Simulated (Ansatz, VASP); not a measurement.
## Ta3N in VASP and in Ansatz

```
Ta N
1.0
    -1.77852    1.77852    4.81045
     1.77852   -1.77852    4.81045
     1.77852    1.77852   -4.81045
Ta N
3 1
Direct
  0.50000 0.50000 0.00000
  0.25000 0.75000 0.50000
  0.75000 0.25000 0.50000
  0.00000 0.00000 0.00000
```

Alike in both runs: functional r2SCAN; k mesh 6 × 6 × 6; occupations gaussian, width 0.1 eV; no spin polarisation.

Ansatz relaxed the structure, and its values are those at the end. VASP's run is a single point on that final structure, the one shown.

|  | VASP | Ansatz |
| --- | --- | --- |
| version | VASP 6.6.1 | Ansatz 0.2.0 |
| potentials or method | VASP PAW PBE potentials, release 64 (Ta_pv, N), cutoff 520 eV | scalar-relativistic, plane waves, PAW |
| valence electrons in the cell | 38 | 44 |

|  | VASP | Ansatz | Ansatz less VASP |
| --- | --- | --- | --- |
| gap on the k mesh at the Fermi level (eV) | none | none | - |
| pressure (GPa) | 0.9 | 0.0 | -0.91 |

VASP's potentials were made for PBE, not for r2SCAN. A gap of «none» marks a metal or a gap that the smearing closes. The functional is the same, so the differences come from potentials, cutoffs and numerics. VASP's potentials hold 38 valence electrons a cell and Ansatz's 44, so a difference there can come from the potentials and not from the codes.

The k mesh is coarse, so the values compare programs but aren't converged. Neither program's run includes spin-orbit coupling.
